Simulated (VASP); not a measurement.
# B (R-3m) in VASP: single point with LDA

Aim: the single point of B with LDA.

All numbers are computed with VASP 6.6.1; they aren't measurements. Logs are shortened: lines on timing, memory, paths and dates and some standing lists are left out, and cuts for length are marked.

## (1) The cell of the first run

The structure is trigonal, space group R-3m (No. 166). Conventional cell: a = 2.810 Å, b = 2.810 Å, c = 12.365 Å, α = 90.00°, β = 90.00°, γ = 120.00°. Within 2.2 Å of B (site symmetry 3m) lie 5 B at 1.63 to 1.83 Å. B (site symmetry 3m) has 7 B at 1.63 to 1.83 Å within 2.2 Å.

## (2) Single point, LDA

Contents of INCAR:

```
SYSTEM = B
ALGO     = Normal         ! electronic algorithm
EDIFF    = 1E-6           ! SCF threshold, eV
ENCUT    = 520            ! plane-wave cutoff, eV
ISIF     = 2              ! what is computed and relaxed
ISMEAR   = 0              ! smearing method
LASPH    = .True.         ! aspherical terms in the spheres
LCHARG   = .False.        ! write CHGCAR
LREAL    = .False.        ! projectors in reciprocal space
LWAVE    = .False.        ! write WAVECAR
NBANDS   = 14             ! bands
NELM     = 80             ! most SCF steps
PREC     = Accurate       ! precision mode
SIGMA    = 0.1            ! smearing width, eV
```

Contents of KPOINTS:

```
k-points
0
Gamma
  12 12 12
  0 0 0
```

Contents of POSCAR:

```
B
1.0
    1.4052056159      0.8112958406      4.1216945677
   -1.4052056159      0.8112958406      4.1216945677
    0.0000000000     -1.6225916812      4.1216945677
B
4
Direct
    0.9335474784      0.9335474784      0.9335474784
    0.1981125094      0.1981125094      0.1981125094
    0.8018874906      0.8018874906      0.8018874906
    0.0664525216      0.0664525216      0.0664525216
```

Potentials or basis: VASP PAW LDA potentials, release 64 (B).

Command:

```
cat potpaw_LDA.64/B/POTCAR > POTCAR
mpirun -np 1 vasp_std > vasp.out
```

OUTCAR:

```text
SYSTEM = B
   EDIFF = 1E-6
   ENCUT = 520
   ISIF = 2
   ISMEAR = 0
   LASPH = .True.
   LREAL = .False.
   NELM = 80
   PREC = Accurate

 ion  position               nearest neighbor table
   1  0.934  0.934  0.934-   3 1.63   4 1.64   2 1.83   2 1.83   2 1.83
   2  0.198  0.198  0.198-   4 1.63   3 1.80   3 1.80   3 1.80   1 1.83   1 1.83   1 1.83
   3  0.802  0.802  0.802-   1 1.63   2 1.80   2 1.80   2 1.80   4 1.83   4 1.83   4 1.83
   4  0.066  0.066  0.066-   2 1.63   1 1.64   3 1.83   3 1.83   3 1.83

  LATTYP: Found a trigonal (rhomboedric) cell.
 ALAT       =     4.4295789725
 COS(alpha) =     0.7987273098

  Lattice vectors:

 A1 = (   1.4052056159,   0.8112958406,   4.1216945677)
 A2 = (  -1.4052056159,   0.8112958406,   4.1216945677)
 A3 = (   0.0000000000,  -1.6225916812,   4.1216945677)

Analysis of symmetry for initial positions (statically):
=====================================================================
 Subroutine PRICEL returns:
 Original cell was already a primitive cell.

 Routine SETGRP: Setting up the symmetry group for a
 trigonal (rhombohedral) supercell.

 Subroutine GETGRP returns: Found 12 space group operations
 (whereof 12 operations were pure point group operations)
 out of a pool of 12 trial point group operations.

The static configuration has the point symmetry D_3d.

Analysis of symmetry for dynamics (positions and initial velocities):
=====================================================================
 Subroutine PRICEL returns:
 Original cell was already a primitive cell.

 Routine SETGRP: Setting up the symmetry group for a
 trigonal (rhombohedral) supercell.

 Subroutine GETGRP returns: Found 12 space group operations
 (whereof 12 operations were pure point group operations)
 out of a pool of 12 trial point group operations.

The dynamic configuration has the point symmetry D_3d.

 Subroutine INISYM returns: Found 12 space group operations
 (whereof 12 operations are pure point group operations),
 and found     1 'primitive' translations

----------------------------------------------------------------------------------------

                                     Primitive cell

  volume of cell :      28.1933

  direct lattice vectors                    reciprocal lattice vectors
     1.405205616  0.811295841  4.121694568     0.355819813  0.205432665  0.080872886
    -1.405205616  0.811295841  4.121694568    -0.355819813  0.205432665  0.080872886
     0.000000000 -1.622591681  4.121694568     0.000000000 -0.410865330  0.080872886

  length of vectors
     4.429578972  4.429578972  4.429578972     0.418749022  0.418749022  0.418749022

  position of ions in fractional coordinates (direct lattice)
     0.933547478  0.933547478  0.933547478
     0.198112509  0.198112509  0.198112509
     0.801887491  0.801887491  0.801887491
     0.066452522  0.066452522  0.066452522

  ion indices of the primitive-cell ions
   primitive index   ion index
                 1           1
                 2           2
                 3           3
                 4           4

----------------------------------------------------------------------------------------

 KPOINTS: k-points

Automatic generation of k-mesh.
 Grid dimensions read from file:
 generate k-points for:   12   12   12

 Generating k-lattice:

  Cartesian coordinates                     Fractional coordinates (reciprocal lattice)
     0.029651651  0.017119389  0.006739407     0.083333333 -0.000000000  0.000000000
    -0.029651651  0.017119389  0.006739407    -0.000000000  0.083333333  0.000000000
     0.000000000 -0.034238778  0.006739407     0.000000000  0.000000000  0.083333333

  Length of vectors
     0.034895752  0.034895752  0.034895752

  Shift w.r.t. Gamma in fractional coordinates (k-lattice)
     0.000000000  0.000000000  0.000000000

 Subroutine IBZKPT returns following result:
 ===========================================

 Found    189 irreducible k-points:

 Following reciprocal coordinates:
            Coordinates               Weight
  0.000000  0.000000  0.000000      1.000000
  0.083333 -0.000000  0.000000      6.000000
  0.166667 -0.000000 -0.000000      6.000000
  0.250000 -0.000000  0.000000      6.000000
  0.333333 -0.000000  0.000000      6.000000
  0.416667 -0.000000  0.000000      6.000000
[... 16 lines left out ...]
  0.500000  0.166667  0.000000     12.000000
 -0.416667  0.166667  0.000000     12.000000
 [... further k-points ...]
   k-points           NKPTS =    189   k-points in BZ     NKDIM =    189   number of bands    NBANDS=     14
   number of dos      NEDOS =    301   number of ions     NIONS =      4
   total plane-waves  NPLWV =  46656
   dimension x,y,z NGX =    36 NGY =   36 NGZ =   36
   dimension x,y,z NGXF=    72 NGYF=   72 NGZF=   72
   ions per type =               4
   NGX,Y,Z   is equivalent  to a cutoff of  13.51, 13.51, 13.51 a.u.
   NGXF,Y,Z  is equivalent  to a cutoff of  27.02, 27.02, 27.02 a.u.
 SYSTEM =  B
   PREC   = accura    normal or accurate (medium, high low for compatibility)
   ISTART =      0    job   : 0-new  1-cont  2-samecut
   ICHARG =      2    charge: 1-file 2-atom 10-const
   ISPIN  =      1    spin polarized calculation?
   LNONCOLLINEAR =      F non collinear calculations
   LSORBIT =      F    spin-orbit coupling
   LASPH  =      T    aspherical Exc in radial PAW
   ENCUT  =  520.0 eV  38.22 Ry    6.18 a.u.   8.24  8.24  8.24*2*pi/ulx,y,z
   NELM   =     80;   NELMIN=  2; NELMDL= -5     # of ELM steps
   EDIFF  = 0.1E-05   stopping-criterion for ELM
   LREAL  =      F    real-space projection
   EDIFFG = 0.1E-04   stopping-criterion for IOM
   NSW    =      0    number of steps for IOM
   IBRION =     -1    ionic relax: 0-MD 1-quasi-New 2-CG
   NFREE  =      0    steps in history (QN), initial steepest desc. (CG)
   ISIF   =      2    stress and relaxation
   ISYM   =      2    0-nonsym 1-usesym 2-fastsym
   POTIM  = 0.5000    time-step for ionic-motion
   TEBEG  =    0.0;   TEEND  =   0.0 temperature during run
   PSTRESS=    0.0 pullay stress
   NELECT =      12.0000    total number of electrons
   NUPDOWN=      -1.0000    fix difference up-down
   EMIN   =  10.00;   EMAX   =-10.00  energy-range for DOS
   EFERMI =   0.00;   METHOD = LEGACY
   ISMEAR =     0;   SIGMA  =   0.10  broadening in eV -4-tet -1-fermi 0-gaus
   EFERMI_NEDOS =   21; number of points for ismear=-14 and -15
   IALGO  =     38    algorithm
   IMIX   =      4    mixing-type and parameters
     AMIX     =   0.40;   BMIX     =  1.00
     AMIX_MAG =   1.60;   BMIX_MAG =  1.00
  volume/ion in A,a.u.               =       7.05        47.56
  Fermi-wavevector in a.u.,A,eV,Ry     =   1.231459  2.327120 20.633106  1.516491
  Thomas-Fermi vector in A             =   2.366267
   LORBIT       =      0    0 simple, 1 ext, 2 COOP (PROOUT), +10 PAW based schemes
   GGA     = CA    functional components
   LHFCALC =     F    Hartree Fock is set to
   AEXX    =    0.0000 exact exchange contribution
   IVDW    =     0    specifies the selected vdW correction
   LEPSILON=     F    determine dielectric tensor
   LRPA    =     F    only Hartree local field effects (RPA)
 non-spin polarized calculation
 Gauss-broadening in eV      SIGMA  =   0.10
  energy-cutoff  :      520.00
  volume of cell :       28.19
 maximum number of plane-waves:       776
 NGX is ok and might be reduce to    36
   NGX = 17   NGY = 17   NGZ = 17

 number of electron      12.0000000 magnetization

 Free energy of the ion-electron system (eV)
  ---------------------------------------------------
  ext. energy  EPLUGINS =         0.00000000
  ---------------------------------------------------
  free energy    TOTEN  =       -29.14080723 eV

  energy without entropy =      -29.13815035  energy(sigma->0) =      -29.13947879

 E-fermi :   6.4713     XC(G=0): -11.8894

 val. band max:        6.4584289971   @ k =   0.5000   0.2500   0.0000
 cond. band min:       6.4932604912   @ k =  -0.2500   0.3333   0.1667
 fundamental gap:      0.0348314941
 Fermi energy:         6.4713144337

 k-point     1 :       0.0000    0.0000    0.0000
  band No.  band energies     occupation
      1      -9.6482      2.00000
      2      -2.4453      2.00000
      3      -1.7433      2.00000
      4       5.7680      2.00000
      5       5.7680      2.00000
      6       9.9250      0.00000
      7       9.9250      0.00000
      8      12.9513      0.00000
      9      13.0637      0.00000
     10      13.3098      0.00000
     11      13.3098      0.00000
     12      17.6387      0.00000
     13      17.6387      0.00000
     14      20.1118      0.00000

 k-point     2 :       0.0833   -0.0000    0.0000
  band No.  band energies     occupation
      1      -9.5125      2.00000
      2      -2.4551      2.00000
      3      -1.4979      2.00000
      4       4.9844      2.00000
      5       5.4385      2.00000
      6       9.1429      0.00000
      7       9.7521      0.00000
      8      13.0382      0.00000
      9      13.4733      0.00000
     10      13.7787      0.00000
     11      13.9055      0.00000
     12      17.4217      0.00000
     13      17.9074      0.00000
     14      19.8724      0.00000

 k-point     3 :       0.1667   -0.0000   -0.0000
  band No.  band energies     occupation
      1      -9.1067      2.00000
      2      -2.3561      2.00000
      3      -0.9245      2.00000
      4       3.2831      2.00000
      5       4.7134      2.00000
      6       7.5861      0.00000
      7       9.2214      0.00000
      8      12.5761      0.00000
      9      14.4938      0.00000
     10      15.0645      0.00000
     11      15.1073      0.00000
     12      16.8319      0.00000
     13      18.4464      0.00000
     14      18.7072      0.00000
[... 324 lines left out ...]
 k-point    23 :       0.5000    0.1667    0.0000
  band No.  band energies     occupation
      1      -5.8978      2.00000
      2      -2.9742      2.00000
      3      -0.7794      2.00000
      4       1.0741      2.00000
      5       2.5126      2.00000
      6       3.6204      2.00000
      7       5.9557      2.00000
      8      10.9729      0.00000
      9      13.9292      0.00000
     10      16.1004      0.00000
     11      17.6010      0.00000
     12      18.6934      0.00000
     13      19.3338      0.00000
     14      20.2300      0.00000

 k-point    24 :      -0.4167    0.1667    0.0000
  band No.  band energies     occupation
      1      -5.0228      2.00000
      2      -3.9548      2.00000
      3      -0.2351      2.00000
      4       1.2536      2.00000
      5       1.9693      2.00000
      6       3.1211      2.00000
      7       5.6270      2.00000
      8      10.9896      0.00000
      9      13.8817      0.00000
     10      16.1278      0.00000
     11      17.3542      0.00000
     12      19.4259      0.00000
     13      20.1129      0.00000
     14      20.7886      0.00000

 [... further k-points ...]
[... 5 lines left out ...]
  --------------------------------------------------------------------------------------
  -------------------------------------------------------------------------------------
  Total        0.0996486      0.0996486     -0.0011071      0.0000000      0.0000000      0.0000000
  in kB        5.6628576      5.6628576     -0.0629141      0.0000000      0.0000000      0.0000000
  external PRESSURE =       3.7542670 kB  Pullay stress =       0.0000000 kB

 VOLUME and BASIS-vectors are now :
 -----------------------------------------------------------------------------
  energy-cutoff  :      520.00
  volume of cell :       28.19
      direct lattice vectors                 reciprocal lattice vectors
     1.405205616  0.811295841  4.121694568     0.355819813  0.205432665  0.080872886
    -1.405205616  0.811295841  4.121694568    -0.355819813  0.205432665  0.080872886
     0.000000000 -1.622591681  4.121694568     0.000000000 -0.410865330  0.080872886

 POSITION                                       TOTAL-FORCE (eV/Angst)
 -----------------------------------------------------------------------------------
      0.00000      0.00000     11.54339         0.000000      0.000000      0.010523
      0.00000      0.00000      2.44968         0.000000      0.000000      0.011955
      0.00000      0.00000      9.91541         0.000000     -0.000000     -0.011955
      0.00000      0.00000      0.82169         0.000000     -0.000000     -0.010523
 -----------------------------------------------------------------------------------
    total drift:                               -0.000000      0.000000      0.000000

  FREE ENERGIE OF THE ION-ELECTRON SYSTEM (eV)
  ---------------------------------------------------
  free  energy   TOTEN  =       -29.1408072335 eV

  energy  without entropy=      -29.1381503470  energy(sigma->0) =      -29.13947879
```

Run time: 1.8 min. Hardware: 1 thread of Intel Xeon Platinum 8259CL at 2.50GHz (Skylake/Cascade Lake), shared host; peak memory 0.2 GiB.

Results:

```
Free energy            : -29.1408 eV
Pressure               : 0.4 GPa
Largest force          : 0.012 eV/Å
Band gap on the k mesh : zero (band 6 reaches 10.42 eV, above the bottom of band 7 at 4.87 eV)
```

Forces on the atoms (eV/Å):
```
B    0.000  0.000  0.011
B    0.000  0.000  0.012
B    0.000  0.000 -0.012
B    0.000  0.000 -0.011
```

Levels at points of the mesh, in eV from the Fermi level:
```tsv
k point	band 3	band 4	band 5	band 6	band 7	band 8	band 9	band 10
(0.00, 0.00, 0.00)	-8.21	-0.70	-0.70	3.45	3.45	6.48	6.59	6.84
(0.50, 0.00, 0.00)	-6.48	-5.12	-3.65	-3.26	0.96	3.97	4.87	7.12
(0.50, 0.50, 0.00)	-6.75	-6.19	-4.22	-2.73	3.81	4.66	5.94	7.24
(0.50, 0.50, 0.50)	-3.06	-1.20	-1.20	0.93	6.35	6.35	6.63	6.63
```
